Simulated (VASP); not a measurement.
Set up this calculation in VASP 6.6.1, as the native input.

- Task: single point
- Functional: PBEsol
- Potentials or basis: VASP PAW PBE potentials, release 64 (Ba_sv, Ti_sv, O)
- Cutoff: 520 eV
- k mesh: 6 × 6 × 6
- Occupations: gaussian, width 0.02 eV
- Spin: no spin polarisation
- Dipole correction: no
- Further INCAR settings: LREAL = Auto; ALGO = Normal; EDIFF = 1e-06; NBANDS = 87

The structure of Ba3TiO5 lies in POSCAR:

```
Ba3TiO5
1.0
   -3.6114173029      3.6114173029      5.9058868849
    3.6114173029     -3.6114173029      5.9058868849
    3.6114173029      3.6114173029     -5.9058868849
Ba Ti O
6 2 10
Direct
    0.2500000000      0.2500000000      0.0000000000
    0.7500000000      0.7500000000      0.0000000000
    0.1790499510      0.6790499510      0.8580999020
    0.8209500490      0.3209500490      0.1419000981
    0.6790499510      0.8209500490      0.5000000000
    0.3209500490      0.1790499510      0.5000000000
    0.7500000000      0.2500000000      0.5000000000
    0.2500000000      0.7500000000      0.5000000000
    0.7974804422      0.2974804422      0.7812386621
    0.2025195578      0.7025195578      0.2187613379
    0.5162417801      0.0162417801      0.2187613379
    0.2974804422      0.5162417801      0.5000000000
    0.9837582199      0.2025195578      0.5000000000
    0.4837582199      0.9837582199      0.7812386621
    0.7025195578      0.4837582199      0.5000000000
    0.0162417801      0.7974804422      0.5000000000
    0.0000000000      0.0000000000      0.0000000000
    0.5000000000      0.5000000000      0.0000000000
```

One way to write it, as run:

INCAR

```
ALGO = Normal
EDIFF = 1E-6
ENCUT = 520
GGA = PS
ISIF = 2
ISMEAR = 0
LASPH = T
LCHARG = T
LELF = T
LREAL = Auto
LVHAR = T
LWAVE = F
NBANDS = 87
NELM = 60
PREC = Accurate
SIGMA = 0.02
```

KPOINTS

```
k-points
0
Gamma
  6 6 6
```

Potentials or basis: VASP PAW PBE potentials, release 64 (Ba_sv, Ti_sv, O).

The run is started by

```sh
$ cat potpaw_PBE.64/Ba_sv/POTCAR potpaw_PBE.64/Ti_sv/POTCAR potpaw_PBE.64/O/POTCAR > POTCAR
$ mpirun -np 1 vasp_std > vasp.out
```

Results of the run:

- Pressure: 1.7 GPa
- Largest force: 0.163 eV/Å
- Band gap on the k mesh: 2.61 eV (least direct gap 2.62 eV)

Caveat: the PAW data sets were made with another functional, which shifts forces and pressure a little; spin-orbit coupling is left out, which moves the levels of the heavy elements.

Wall time 59 min on 1 thread of Oxide Virtual Turin-like Processor, with other jobs on the host, peak memory 0.77 GiB.
